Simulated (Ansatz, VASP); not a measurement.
BAs: VASP beside Ansatz

File INCAR:

```
SYSTEM = BAs
  PREC = Accurate
  ENCUT = 500
  EDIFF = 1E-6
  ISMEAR = 0
  SIGMA = 0.05
  LREAL = .FALSE.
  LASPH = .TRUE.
  NELM = 120
  ALGO = Normal
  ISIF = 2
  LWAVE = .FALSE.
  LCHARG = .FALSE.
  GGA = RP
  NBANDS = 11
  GGA_COMPAT = .FALSE.
```

File KPOINTS:

```
Automatic mesh
0
G
  8 8 8
  0 0 0
```

POSCAR

```
BAs
1.0
    0.0000000000      2.4206519882      2.4206519882
    2.4206519882      0.0000000000      2.4206519882
    2.4206519882      2.4206519882      0.0000000000
B As
1 1
Direct
    0.0000000000      0.0000000000      0.0000000000
    0.7500000000      0.7500000000      0.7500000000
```

Input for Ansatz:

```yaml
crystal:
  lattice:
    - [0.0, 2.4206519882, 2.4206519882]
    - [2.4206519882, 0.0, 2.4206519882]
    - [2.4206519882, 2.4206519882, 0.0]
  atoms:
    - { symbol: B, position: [0.0, 0.0, 0.0] }
    - { symbol: As, position: [0.75, 0.75, 0.75] }
basis:
  ecutwfc: 420
  ecutrho_ratio: 4
kpoints:
  mp_grid: { grid: [8, 8, 8] }
hamiltonian:
  xc: rpbe
scf:
  occupations: { method: gaussian, width: 0.05 }
output:
  forces: true
  stress: true
  eigenvalues: true
```

Alike in both runs: task single point; functional RPBE; k mesh 8 × 8 × 8; occupations gaussian, width 0.05 eV; no spin polarisation.

|  | VASP | Ansatz |
| --- | --- | --- |
| version | VASP 6.6.1 | Ansatz 0.2.0 |
| potentials or method | VASP PAW PBE potentials, release 64 (B, As), cutoff 500 eV | scalar-relativistic, plane waves, PAW |
| valence electrons in the cell | 8 | 18 |

```csv
,VASP,Ansatz,Ansatz less VASP
gap on the k mesh at the Fermi level (eV),1.26,1.27,+0.009
least direct gap on the mesh (eV),3.23,3.23,+0.007
pressure (GPa),0.5,0.0,-0.47
```

VASP's potentials were made for PBE, not for RPBE. VASP's potentials hold 8 valence electrons a cell and Ansatz's 18, so a difference there can come from the potentials and not from the codes.
